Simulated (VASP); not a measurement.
Here is a VASP 6.6.1 calculation.

Contents of POSCAR:

```
TePb
1.0
    0.0000000000      3.7129140289      3.7129140289
    3.7129140289      0.0000000000      3.7129140289
    3.7129140289      3.7129140289      0.0000000000
Pb Te
1 1
Direct
    0.0000000000      0.0000000000      0.0000000000
    0.2500000000      0.2500000000      0.2500000000
```

The input INCAR.step1:

```
SYSTEM = TePb
PREC = Accurate
ENCUT = 520
ISMEAR = 0
SIGMA = 0.01
LREAL = .FALSE.
LASPH = .TRUE.
NELM = 80
NBANDS = 17
GGA = PE
ALGO = Normal
EDIFF = 1E-4
LWAVE = .TRUE.
LCHARG = .FALSE.
```

The input INCAR.step2:

```
SYSTEM = TePb
PREC = Accurate
ENCUT = 520
EDIFF = 1E-7
ISMEAR = 0
SIGMA = 0.01
LREAL = .FALSE.
LASPH = .TRUE.
NELM = 80
ALGO = Normal
ISIF = 2
LWAVE = .FALSE.
LCHARG = .TRUE.
METAGGA = R2SCAN
LMIXTAU = .TRUE.
LELF = .TRUE.
LVHAR = .TRUE.
NBANDS = 17
ISTART = 1
```

KPOINTS

```
regular mesh
0
G
  6 6 6
  0 0 0
```

Potentials or basis: VASP PAW PBE potentials, release 64 (Pb_d, Te).

The run is started by

```bash
$ cat potpaw_PBE.64/Pb_d/POTCAR potpaw_PBE.64/Te/POTCAR > POTCAR
$ cp INCAR.step1 INCAR
$ mpirun -np 1 vasp_std > vasp.out
$ cp INCAR.step2 INCAR
$ mpirun -np 1 vasp_std > vasp.out
```

Task: What does it give for the band gap on the k mesh?

Result: 1.01 eV (least direct gap 1.42 eV).

Task: What does it give for the pressure?

Result: -1.4 GPa.

Caveat: the PAW data sets were made with another functional, which shifts forces and pressure a little; spin-orbit coupling is left out, which moves the levels of the heavy elements. A k mesh can miss the band edges.
